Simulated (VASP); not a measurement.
A run of VASP 6.6.1 is set up as follows.

Contents of INCAR:

```
SYSTEM = Zn
PREC     = Accurate       ! precision mode
ENCUT    = 520            ! plane-wave cutoff, eV
EDIFF    = 1E-6           ! SCF threshold, eV
ISMEAR   = 0              ! smearing method
SIGMA    = 0.15           ! smearing width, eV
LREAL    = .FALSE.        ! projectors in reciprocal space
LASPH    = .TRUE.         ! aspherical terms in the spheres
NELM     = 100            ! most SCF steps
ALGO     = Normal         ! electronic algorithm
ISIF     = 2              ! what is computed and relaxed
LWAVE    = .FALSE.        ! write WAVECAR
LCHARG   = .FALSE.        ! write CHGCAR
GGA      = PS             ! functional
NBANDS   = 12             ! bands
```

File KPOINTS:

```
regular mesh
0
G
  20 20 20
  0 0 0
```

The input POSCAR:

```
Zn
1.0
   -1.5759767363      1.5300745013      1.5759767363
    1.5759767363     -1.5300745013      1.5759767363
    1.5759767363      1.5300745013     -1.5759767363
Zn
1
Direct
    0.0000000000      0.0000000000      0.0000000000
```

Potentials or basis: VASP PAW PBE potentials, release 64 (Zn).

Command:

```sh
$ cat potpaw_PBE.64/Zn/POTCAR > POTCAR
$ mpirun -np 1 vasp_std > vasp.out
```

Question: What does it give for the pressure?

Answer: -3.9 GPa.

Question: Predict the band gap on the k mesh.

Answer: Zero (band 6 reaches 6.92 eV, above the bottom of band 7 at 1.86 eV).

Stress tensor (GPa, compression positive):
```
-3.55  0.00  0.00
 0.00 -4.75  0.00
 0.00  0.00 -3.55
```

Caveat: the cell differs from its parent crystal (normal strain along x +0.0300, normal strain along z +0.0300); the PAW data sets were made with another functional, which shifts forces and pressure a little.
